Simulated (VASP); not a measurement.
# As3O2 (P6_3/mmc) in VASP: further runs, part 2 of 2

VASP 6.6.1. Earlier steps stand in the parts before.

## Step 4: Relaxation of cell and atoms, PBE

This run uses another cell than the first one, of 16.84 Å³/atom.

File INCAR:

```
PREC = Accurate
ENCUT = 600
EDIFF = 1E-6
ISMEAR = 0
SIGMA = 0.1
LREAL = F
LASPH = T
NELM = 100
ALGO = Normal
ISIF = 3
LWAVE = F
LCHARG = F
GGA = PE
IBRION = 2
NSW = 90
EDIFFG = -0.04
```

File KPOINTS:

```
Automatic mesh
0
Gamma
  6 6 1
```

File POSCAR:

```
As3O2
1.0
    3.5328095400      0.0000000000      0.0000000000
   -1.7664047700      3.0595028100      0.0000000000
    0.0000000000      0.0000000000     15.5809176300
As O
6 4
Direct
    0.3333333300      0.6666666700      0.9721999800
    0.6666666700      0.3333333300      0.4721999800
    0.3333333300      0.6666666700      0.5278000200
    0.6666666700      0.3333333300      0.0278000200
    0.3333333300      0.6666666700      0.7500000000
    0.6666666700      0.3333333300      0.2500000000
    0.3333333300      0.6666666700      0.1398500100
    0.6666666700      0.3333333300      0.6398500100
    0.3333333300      0.6666666700      0.3601499900
    0.6666666700      0.3333333300      0.8601499900
```

Potentials or basis: VASP PAW PBE potentials, release 64 (As, O).

Command:

```console
$ cat potpaw_PBE.64/As/POTCAR potpaw_PBE.64/O/POTCAR > POTCAR
$ mpirun -np 1 vasp_std > vasp.out
```

OUTCAR:

```text
PREC = Accurate
   ENCUT = 600
   EDIFF = 1E-6
   ISMEAR = 0
   LREAL = F
   LASPH = T
   NELM = 100
   ISIF = 3
   GGA = PE
   IBRION = 2
   NSW = 90
   EDIFFG = -0.04

 ion  position               nearest neighbor table
   1  0.333  0.667  0.972-   4 2.22   4 2.22   4 2.22
   2  0.667  0.333  0.472-   3 2.22   3 2.22   3 2.22
   3  0.333  0.667  0.528-   2 2.22   2 2.22   2 2.22
   4  0.667  0.333  0.028-   1 2.22   1 2.22   1 2.22
   5  0.333  0.667  0.750-
   6  0.667  0.333  0.250-
   7  0.333  0.667  0.140-
   8  0.667  0.333  0.640-
   9  0.333  0.667  0.360-
  10  0.667  0.333  0.860-

  LATTYP: Found a hexagonal cell.
 ALAT       =     3.5328095400
 C/A-ratio  =     4.4103474738

  Lattice vectors:

 A1 = (   3.5328095400,   0.0000000000,   0.0000000000)
 A2 = (  -1.7664047700,   3.0595028100,   0.0000000000)
 A3 = (   0.0000000000,   0.0000000000,  15.5809176300)

Analysis of symmetry for initial positions (statically):
=====================================================================
 Subroutine PRICEL returns:
 Original cell was already a primitive cell.

 Routine SETGRP: Setting up the symmetry group for a
 hexagonal supercell.

 Subroutine GETGRP returns: Found 24 space group operations
 (whereof 12 operations were pure point group operations)
 out of a pool of 24 trial point group operations.

The static configuration has the point symmetry D_3d.
 The point group associated with its full space group is D_6h.

Analysis of symmetry for dynamics (positions and initial velocities):
=====================================================================
 Subroutine PRICEL returns:
 Original cell was already a primitive cell.

 Routine SETGRP: Setting up the symmetry group for a
 hexagonal supercell.

 Subroutine GETGRP returns: Found 24 space group operations
 (whereof 12 operations were pure point group operations)
[... 110 lines left out ...]
   TEBEG  =    0.0;   TEEND  =   0.0 temperature during run
   PSTRESS=    0.0 pullay stress
   NELECT =      54.0000    total number of electrons
   NUPDOWN=      -1.0000    fix difference up-down
   EMIN   =  10.00;   EMAX   =-10.00  energy-range for DOS
   EFERMI =   0.00;   METHOD = LEGACY
   ISMEAR =     0;   SIGMA  =   0.10  broadening in eV -4-tet -1-fermi 0-gaus
   EFERMI_NEDOS =   21; number of points for ismear=-14 and -15
   IALGO  =     38    algorithm
   IMIX   =      4    mixing-type and parameters
     AMIX     =   0.40;   BMIX     =  1.00
     AMIX_MAG =   1.60;   BMIX_MAG =  1.00
  volume/ion in A,a.u.               =      16.84       113.65
  Fermi-wavevector in a.u.,A,eV,Ry     =   1.120516  2.117468 17.082877  1.255556
  Thomas-Fermi vector in A             =   2.257163
   LORBIT       =      0    0 simple, 1 ext, 2 COOP (PROOUT), +10 PAW based schemes
   GGA     = PE    functional components
   LHFCALC =     F    Hartree Fock is set to
   AEXX    =    0.0000 exact exchange contribution
   IVDW    =     0    specifies the selected vdW correction
   LEPSILON=     F    determine dielectric tensor
   LRPA    =     F    only Hartree local field effects (RPA)
 conjugate gradient relaxation of ions
 non-spin polarized calculation
 Gauss-broadening in eV      SIGMA  =   0.10
  energy-cutoff  :      600.00
  volume of cell :      168.41
 maximum number of plane-waves:      5640
   NGX = 15   NGY = 15   NGZ = 63

--------------------------------------- Ionic step        1  -------------------------------------------

 number of electron      53.9999991 magnetization

 Free energy of the ion-electron system (eV)
  ---------------------------------------------------
  ext. energy  EPLUGINS =         0.00000000
  ---------------------------------------------------
  free energy    TOTEN  =       -40.94799177 eV

  energy without entropy =      -40.91056908  energy(sigma->0) =      -40.92928043

------------------------ aborting loop because EDIFF is reached ----------------------------------------

  FORCE on cell =-STRESS in cart. coord.  units (eV):
  Direction    XX          YY          ZZ          XY          YZ          ZX
  --------------------------------------------------------------------------------------
  -------------------------------------------------------------------------------------
  Total       10.8479068     10.8479068     -7.3831739      0.0000000     -0.0000000      0.0000000
  in kB      103.2030224    103.2030225    -70.2408187      0.0000000     -0.0000000      0.0000000
  external PRESSURE =      45.3884087 kB  Pullay stress =       0.0000000 kB
[... 634 lines left out ...]
     32       7.1501      0.00000
     33       8.0823      0.00000

[... ionic steps 4 to 20 ...]

--------------------------------------- Ionic step       21  -------------------------------------------

 number of electron      54.0000000 magnetization

------------------------ aborting loop because EDIFF is reached ----------------------------------------
[... 83 lines left out ...]
--------------------------------------- Ionic step       23  -------------------------------------------

 number of electron      54.0000009 magnetization

 Free energy of the ion-electron system (eV)
  ---------------------------------------------------
  ext. energy  EPLUGINS =         0.00000000
  ---------------------------------------------------
  free energy    TOTEN  =       -48.76894170 eV

  energy without entropy =      -48.74443285  energy(sigma->0) =      -48.75668727

 E-fermi :   4.2378     XC(G=0): -10.2377

 val. band max:        4.2276694044   @ k =   0.1667  -0.0000   0.0000
 cond. band min:       4.3778748819   @ k =   0.3333   0.1667   0.0000
 fundamental gap:      0.1502054775
 Fermi energy:         4.2377757821
[... 287 lines left out ...]
  FREE ENERGIE OF THE ION-ELECTRON SYSTEM (eV)
  ---------------------------------------------------
  free  energy   TOTEN  =       -48.7689416959 eV

  energy  without entropy=      -48.7444328469  energy(sigma->0) =      -48.75668727

 reached required accuracy - stopping structural energy minimisation
```

OSZICAR:

```text
N       E                     dE             d eps       ncg     rms          rms(c)
DAV:   1     0.337995138212E+03    0.33800E+03   -0.27271E+04   462   0.163E+03
DAV:   2    -0.140400772972E+02   -0.35204E+03   -0.34156E+03   594   0.274E+02
DAV:   3    -0.484387400872E+02   -0.34399E+02   -0.33880E+02   582   0.888E+01
[... 246 lines left out ...]
DAV:   2    -0.487694900253E+02    0.13350E-02   -0.22808E-02   558   0.827E-01    0.106E-01
DAV:   3    -0.487690596230E+02    0.43040E-03   -0.12603E-03   530   0.203E-01    0.632E-02
DAV:   4    -0.487689435468E+02    0.11608E-03   -0.60832E-04   513   0.116E-01    0.239E-02
DAV:   5    -0.487689413583E+02    0.21885E-05   -0.63463E-05   581   0.419E-02    0.124E-02
DAV:   6    -0.487689416959E+02   -0.33760E-06   -0.43181E-06   520   0.113E-02
  23 F= -.48768942E+02 E0= -.48756687E+02  d E =-.152314E-02
```

CONTCAR:

```text
As3O2
   1.00000000000000
     3.2015304934817155    0.0000000000000000   -0.0000000000000000
    -1.6007652467408577    2.7726067394805067   -0.0000000000000000
     0.0000000000000000    0.0000000000000000   17.9548548794091722
  As              O
     6     4
Direct
     0.3333333300000021    0.6666666699999979    0.9527942851430156
     0.6666666699999979    0.3333333300000021    0.4527942851430155
     0.3333333300000021    0.6666666699999979    0.5472057148569844
     0.6666666699999979    0.3333333300000021    0.0472057148569845
     0.3333333300000021    0.6666666699999979    0.7500000000000000
     0.6666666699999979    0.3333333300000021    0.2500000000000000
     0.3333333300000021    0.6666666699999979    0.1833727812302540
     0.6666666699999979    0.3333333300000021    0.6833727812302539
     0.3333333300000021    0.6666666699999979    0.3166272187697461
     0.6666666699999979    0.3333333300000021    0.8166272187697461

  0.00000000E+00  0.00000000E+00  0.00000000E+00
  0.00000000E+00  0.00000000E+00  0.00000000E+00
  0.00000000E+00  0.00000000E+00  0.00000000E+00
  0.00000000E+00  0.00000000E+00  0.00000000E+00
  0.00000000E+00  0.00000000E+00  0.00000000E+00
  0.00000000E+00  0.00000000E+00  0.00000000E+00
  0.00000000E+00  0.00000000E+00  0.00000000E+00
  0.00000000E+00  0.00000000E+00  0.00000000E+00
  0.00000000E+00  0.00000000E+00  0.00000000E+00
  0.00000000E+00  0.00000000E+00  0.00000000E+00
```

Wall time 21 min (1 thread of Oxide Virtual Turin-like, shared host); peak memory 0.29 GiB.

What came out:

```yaml
Free_energy: -48.7689 eV
Relaxed_volume: 15.94 Å³/atom
Relaxed_cell: a = 3.202 Å, b = 3.202 Å, c = 17.955 Å, α = 90.00°, β = 90.00°, γ = 120.00°
Space_group_after_relaxing_to_0.1_Å: P6_3/mmc (No. 194)
Energy_gained_by_relaxing: 782.1 meV/atom
Ionic_steps: 23
Pressure_after_relaxing: 0.1 GPa
Largest_force_after_relaxing: 0.031 eV/Å
Band_gap_on_the_k_mesh: zero (bands 27 and 28 overlap by 2.53 eV)
```

Forces on the atoms (eV/Å):
```
As   0.000  0.000 -0.010
As   0.000  0.000 -0.010
As   0.000  0.000  0.010
As   0.000  0.000  0.010
As   0.000  0.000  0.000
As   0.000  0.000  0.000
O    0.000  0.000 -0.031
O    0.000  0.000 -0.031
O    0.000  0.000  0.031
O    0.000  0.000  0.031
```

Step by step:
```
step  energy change (eV)  largest force (eV/Å)  pressure (GPa)  volume (Å³)
   1              0.0000                4.7658            4.54       168.41
   2             -2.8353                1.4518           -8.95       179.85
   3             -2.8546                1.4948           -9.57       180.82
   4             -4.2617                1.5383           -1.57       157.62
   5             -4.2854                1.4489            0.29       154.46
   6             -4.9654                1.2584            2.19       150.74
   7             -5.5366                1.1701           16.98       139.25
   8             -5.6898                0.2036            9.67       143.67
   9             -6.1422                0.1002            7.04       146.84
  10             -7.0394                0.9998            1.82       156.06
  11             -6.3571                2.9590            2.19       173.19
  12             -7.0315                1.6672            1.96       162.36
  13             -7.4711                1.1002           -2.32       166.06
  14             -7.5887                0.8343           -5.83       170.45
  15             -7.6136                0.6294           -4.88       169.12
  16             -7.7944                0.1728           -2.13       163.44
  17             -7.7999                0.2535           -1.52       162.34
  18             -7.8174                0.1519           -0.08       160.46
  19             -7.8174                0.1472           -0.11       160.50
  20             -7.8192                0.0405           -0.08       160.17
  21             -7.8194                0.0484           -0.07       160.03
  22             -7.8199                0.0439           -0.02       159.87
  23             -7.8209                0.0310            0.11       159.38
```

Final structure:
```yaml
crystal:
  lattice:
    - [3.20153, 0.00000, 0.00000]
    - [-1.60077, 2.77261, 0.00000]
    - [0.00000, 0.00000, 17.95485]
  atoms:
    - { symbol: As, position: [0.33333, 0.66667, 0.95279] }
    - { symbol: As, position: [0.66667, 0.33333, 0.45279] }
    - { symbol: As, position: [0.33333, 0.66667, 0.54721] }
    - { symbol: As, position: [0.66667, 0.33333, 0.04721] }
    - { symbol: As, position: [0.33333, 0.66667, 0.75000] }
    - { symbol: As, position: [0.66667, 0.33333, 0.25000] }
    - { symbol: O, position: [0.33333, 0.66667, 0.18337] }
    - { symbol: O, position: [0.66667, 0.33333, 0.68337] }
    - { symbol: O, position: [0.33333, 0.66667, 0.31663] }
    - { symbol: O, position: [0.66667, 0.33333, 0.81663] }
```

Levels at points of the mesh, in eV from the Fermi level:
```csv
k point,band 24,band 25,band 26,band 27,band 28,band 29,band 30,band 31
"(0.00, 0.00, 0.00)",-0.10,1.76,1.89,1.89,1.89,1.89,2.57,4.38
"(0.50, 0.00, 0.00)",-0.90,-0.85,-0.84,-0.77,-0.65,1.51,2.03,2.21
```

Caveat: the k points lie up to 0.38 Å⁻¹ apart in the final cell, too coarse for converged energies and pressures of a metal; a cell axis changed by over 15 % at a fixed basis, so the end point is rough.

## Step 5: Overview

```tsv
task	cell	cutoff (eV)	gap on the mesh (eV)	pressure (GPa)	largest force (eV/Å)
single point	a = 3.210, b = 3.210, c = 17.799 Å, angles 90.0, 90.0, 120.0°, 10 atoms, atomic positions A	520	none	0.2	0.12
single point	a = 3.533, b = 3.533, c = 15.581 Å, angles 90.0, 90.0, 120.0°, 10 atoms, atomic positions B	520	none	4.6	4.77
relaxation of cell and atoms	relaxed from a = 3.533, b = 3.533, c = 15.581 Å, angles 90.0, 90.0, 120.0°, 10 atoms, atomic positions B	600	none	0.1	0.03
```

Alike in all rows: level PBE; potentials or basis VASP PAW PBE potentials, release 64 (As, O); no spin polarisation; k mesh 6 × 6 × 1; smearing gaussian 0.1 eV.

Caveats: all runs use coarse meshes; forces of over 1 eV/Å act on the atoms, so gaps and moduli don't describe the material at rest (at least some runs); a cell axis changed by over 15 % at a fixed basis, so the end point is rough (at least some runs).

Total energies depend on the potentials used, so only differences within one code and one set of settings carry meaning.

The gap in the log of VASP goes by the Fermi energy; the results here count the filled bands.